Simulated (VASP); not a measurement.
# Cu12F in VASP: single point with PBE

Aim: the single point of Cu12F with PBE.

Program: VASP 6.6.1. These are calculated values, not measurements. Logs are shortened: lines on timing, memory, paths and dates and some standing lists are left out, and cuts for length are marked.

### Step 1. The cell of the first run

The cell holds a slab with vacuum, 13 atoms: a = 5.132 Å, b = 5.132 Å, c = 19.028 Å, α = 90.00°, β = 90.00°, γ = 90.00°.

### Step 2. Single point, PBE

Input file INCAR:

```
PREC = Accurate
ENCUT = 520
EDIFF = 1E-6
ISMEAR = 0
SIGMA = 0.1
LREAL = F
LASPH = T
NELM = 100
ALGO = Normal
ISIF = 2
LWAVE = F
LCHARG = F
LDIPOL = T
IDIPOL = 3
DIPOL = 0.5 0.5 0.316
GGA = PE
NBANDS = 82
```

Input file KPOINTS:

```
regular mesh
0
Gamma
  5 5 1
```

Input file POSCAR:

```
Cu12F
1.0
    5.1319544646      0.0000000000      0.0000000000
    0.0000000000      5.1319544646      0.0000000000
    0.0000000000      0.0000000000     19.0279312465
Cu F
12 1
Direct
    0.2500000000      0.2500000000      0.2102172826
    0.2500000000      0.7500000000      0.2102172826
    0.7500000000      0.2500000000      0.2102172826
    0.7500000000      0.7500000000      0.2102172826
    0.0000000000      0.0000000000      0.3029241241
    0.0000000000      0.5000000000      0.3029241241
    0.5000000000      0.0000000000      0.3029241241
    0.5000000000      0.5000000000      0.3029241241
    0.2500000000      0.2500000000      0.3956253125
    0.2500000000      0.7500000000      0.3956253125
    0.7500000000      0.2500000000      0.3956253125
    0.7500000000      0.7500000000      0.3956253125
    0.2500000000      0.5000000000      0.4750590616
```

Potentials or basis: VASP PAW PBE potentials, release 64 (Cu, F).

The run is started by

```bash
> cat potpaw_PBE.64/Cu/POTCAR potpaw_PBE.64/F/POTCAR > POTCAR
> mpirun -np 1 vasp_std > vasp.out
```

OUTCAR:

```text
PREC = Accurate
   ENCUT = 520
   EDIFF = 1E-6
   ISMEAR = 0
   LREAL = F
   LASPH = T
   NELM = 100
   ISIF = 2
   GGA = PE

 ion  position               nearest neighbor table
   1  0.250  0.250  0.210-   5 2.53   6 2.53   7 2.53   8 2.53   2 2.57   3 2.57   2 2.57   3 2.57

   2  0.250  0.750  0.210-   5 2.53   6 2.53   7 2.53   8 2.53   1 2.57   4 2.57   1 2.57   4 2.57

   3  0.750  0.250  0.210-   5 2.53   6 2.53   7 2.53   8 2.53   1 2.57   4 2.57   4 2.57   1 2.57
[... 4 lines left out ...]
                             6 2.57   7 2.57   6 2.57   7 2.57
   6  0.000  0.500  0.303-   9 2.53  10 2.53  11 2.53  12 2.53   1 2.53   2 2.53   3 2.53   4 2.53
                             5 2.57   8 2.57   5 2.57   8 2.57
   7  0.500  0.000  0.303-   9 2.53  10 2.53  11 2.53  12 2.53   1 2.53   2 2.53   3 2.53   4 2.53
                             5 2.57   8 2.57   8 2.57   5 2.57
   8  0.500  0.500  0.303-   9 2.53  10 2.53  11 2.53  12 2.53   1 2.53   2 2.53   3 2.53   4 2.53
                             6 2.57   7 2.57   7 2.57   6 2.57
   9  0.250  0.250  0.396-  13 1.98   6 2.53   7 2.53   8 2.53   5 2.53  11 2.57  10 2.57  10 2.57
                            11 2.57
  10  0.250  0.750  0.396-  13 1.98   6 2.53   7 2.53   8 2.53   5 2.53  12 2.57   9 2.57   9 2.57
                            12 2.57
  11  0.750  0.250  0.396-   5 2.53   6 2.53   7 2.53   8 2.53   9 2.57  12 2.57  12 2.57   9 2.57

  12  0.750  0.750  0.396-   5 2.53   6 2.53   7 2.53   8 2.53  10 2.57  11 2.57  11 2.57  10 2.57

  13  0.250  0.500  0.475-   9 1.98  10 1.98

  LATTYP: Found a simple tetragonal cell.
 ALAT       =     5.1319544646
 C/A-ratio  =     3.7077357911

  Lattice vectors:

 A1 = (   5.1319544646,   0.0000000000,   0.0000000000)
 A2 = (   0.0000000000,   5.1319544646,   0.0000000000)
 A3 = (   0.0000000000,   0.0000000000,  19.0279312465)

Analysis of symmetry for initial positions (statically):
=====================================================================
 Subroutine PRICEL returns:
 Original cell was already a primitive cell.

 Routine SETGRP: Setting up the symmetry group for a
 simple tetragonal supercell.

 Subroutine GETGRP returns: Found  4 space group operations
 (whereof  2 operations were pure point group operations)
 out of a pool of 16 trial point group operations.

The static configuration has the point symmetry C_1h.
 The point group associated with its full space group is C_2v.

Analysis of symmetry for dynamics (positions and initial velocities):
=====================================================================
 Subroutine PRICEL returns:
 Original cell was already a primitive cell.

[... 137 lines left out ...]
  Thomas-Fermi vector in A             =   2.203269
   LORBIT       =      0    0 simple, 1 ext, 2 COOP (PROOUT), +10 PAW based schemes
   GGA     = PE    functional components
   LHFCALC =     F    Hartree Fock is set to
   AEXX    =    0.0000 exact exchange contribution
   IVDW    =     0    specifies the selected vdW correction
   LEPSILON=     F    determine dielectric tensor
   LRPA    =     F    only Hartree local field effects (RPA)
 non-spin polarized calculation
 Gauss-broadening in eV      SIGMA  =   0.10
  energy-cutoff  :      520.00
  volume of cell :      501.14
 maximum number of plane-waves:     13595
 NGX is ok and might be reduce to    40
   NGX = 19   NGY = 19   NGZ = 71

 dipolmoment           0.000000      0.000000     -0.000005 electrons x Angstroem

 number of electron     138.9999793 magnetization

 dipolmoment           0.000000      0.000000      0.187760 electrons x Angstroem

 Free energy of the ion-electron system (eV)
  ---------------------------------------------------
  ext. energy  EPLUGINS =         0.00000000
  ---------------------------------------------------
  free energy    TOTEN  =       -44.57588880 eV

  energy without entropy =      -44.54894333  energy(sigma->0) =      -44.56241606

 E-fermi :  -1.4516     XC(G=0):  -4.7165

 val. band max:       -1.4933745356   @ k =   0.2000   0.2000   0.0000
 cond. band min:      -1.4299037743   @ k =   0.0000   0.0000   0.0000
 fundamental gap:      0.0634707613
 Fermi energy:        -1.4516195612

 k-point     1 :       0.0000    0.0000    0.0000
  band No.  band energies     occupation
      1     -23.9759      2.00000
      2      -9.7444      2.00000
      3      -7.3170      2.00000
      4      -6.4204      2.00000
      5      -6.3868      2.00000
      6      -6.2203      2.00000
[... 745 lines left out ...]
     80       4.4789      0.00000
     81       4.5421      0.00000
 [bands above 81 left out]

------------------------ aborting loop because EDIFF is reached ----------------------------------------

 vacuum level on the upper side and lower side of the slab       (xc-potential included)         0.555        -0.658

  FORCE on cell =-STRESS in cart. coord.  units (eV):
  Direction    XX          YY          ZZ          XY          YZ          ZX
  --------------------------------------------------------------------------------------
  -------------------------------------------------------------------------------------
  Total       -2.9299035     -2.9156081      1.1817473      0.0000000      0.0000000      0.0000000
  in kB       -9.3671342     -9.3214305      3.7781399      0.0000000      0.0000000      0.0000000
  external PRESSURE =      -4.9701416 kB  Pullay stress =       0.0000000 kB

 VOLUME and BASIS-vectors are now :
 -----------------------------------------------------------------------------
  energy-cutoff  :      520.00
  volume of cell :      501.14
      direct lattice vectors                 reciprocal lattice vectors
     5.131954465  0.000000000  0.000000000     0.194857536  0.000000000  0.000000000
     0.000000000  5.131954465  0.000000000     0.000000000  0.194857536  0.000000000
     0.000000000  0.000000000 19.027931246     0.000000000  0.000000000  0.052554321

 POSITION                                       TOTAL-FORCE (eV/Angst)
 -----------------------------------------------------------------------------------
      1.28299      1.28299      4.00000         0.000000      0.044352     -0.063009
      1.28299      3.84897      4.00000         0.000000     -0.044352     -0.063009
      3.84897      1.28299      4.00000         0.000000      0.022455     -0.073937
      3.84897      3.84897      4.00000         0.000000     -0.022455     -0.073937
      0.00000      0.00000      5.76402         0.198071      0.000000      0.091132
      0.00000      2.56598      5.76402        -0.111468      0.000000     -0.157667
      2.56598      0.00000      5.76402        -0.198071      0.000000      0.091132
      2.56598      2.56598      5.76402         0.111468      0.000000     -0.157667
      1.28299      1.28299      7.52793         0.000000     -0.366248      0.290226
      1.28299      3.84897      7.52793         0.000000      0.366248      0.290226
      3.84897      1.28299      7.52793         0.000000     -0.164675     -0.122787
      3.84897      3.84897      7.52793         0.000000      0.164675     -0.122787
      1.28299      2.56598      9.03939         0.000000      0.000000      0.072083
 -----------------------------------------------------------------------------------
    total drift:                               -0.000000      0.000000      0.000136

  FREE ENERGIE OF THE ION-ELECTRON SYSTEM (eV)
  ---------------------------------------------------
  free  energy   TOTEN  =       -44.5758887969 eV

  energy  without entropy=      -44.5489433266  energy(sigma->0) =      -44.56241606

 vacuum level on the upper side and lower side of the slab         4.377         3.087
```

OSZICAR:

```text
N       E                     dE             d eps       ncg     rms          rms(c)
DAV:   1     0.131471754101E+04    0.13147E+04   -0.58348E+04  1476   0.194E+03
DAV:   2     0.144515565607E+03   -0.11702E+04   -0.11374E+04  1476   0.436E+02
DAV:   3    -0.286868976185E+02   -0.17320E+03   -0.15868E+03  2010   0.209E+02
DAV:   4    -0.538947512879E+02   -0.25208E+02   -0.24072E+02  2098   0.815E+01
[... 21 lines left out ...]
DAV:  26    -0.445758811732E+02   -0.85252E-05   -0.97253E-07   984   0.133E-02    0.189E-03
DAV:  27    -0.445758844817E+02   -0.33085E-05   -0.72334E-07   996   0.121E-02    0.367E-04
DAV:  28    -0.445758860904E+02   -0.16087E-05   -0.17275E-07   898   0.256E-03    0.665E-04
DAV:  29    -0.445758880715E+02   -0.19811E-05   -0.10446E-07   950   0.518E-03    0.473E-04
DAV:  30    -0.445758887969E+02   -0.72543E-06   -0.61476E-08   876   0.261E-03
   1 F= -.44575889E+02 E0= -.44562416E+02  d E =-.269455E-01
```

Run time: 15 min. Hardware: 1 thread of Intel Xeon Platinum 8488C (Sapphire Rapids), shared host; peak memory 0.64 GiB.

Results:

```yaml
Free_energy: -44.5759 eV
Largest_force: 0.467 eV/Å
Band_gap_on_the_k_mesh: zero (an odd number of electrons rules out a gap without spin polarisation)
```

Forces in eV/Å, atoms in the order of the input:
```
Cu   0.000  0.044 -0.063
Cu   0.000 -0.044 -0.063
Cu   0.000  0.022 -0.074
Cu   0.000 -0.022 -0.074
Cu   0.198  0.000  0.091
Cu  -0.111  0.000 -0.158
Cu  -0.198  0.000  0.091
Cu   0.111  0.000 -0.158
Cu   0.000 -0.366  0.290
Cu   0.000  0.366  0.290
Cu   0.000 -0.165 -0.123
Cu   0.000  0.165 -0.123
F    0.000  0.000  0.072
```

Levels at points of the mesh, in eV from the Fermi level:
| k point | band 67 | band 68 | band 69 | band 70 | band 71 | band 72 |
| --- | --- | --- | --- | --- | --- | --- |
| (0.00, 0.00, 0.00) | -0.46 | -0.11 | -0.10 | 0.02 | 0.02 | 0.47 |

The gap in the log of VASP goes by the Fermi energy; the results here count the filled bands.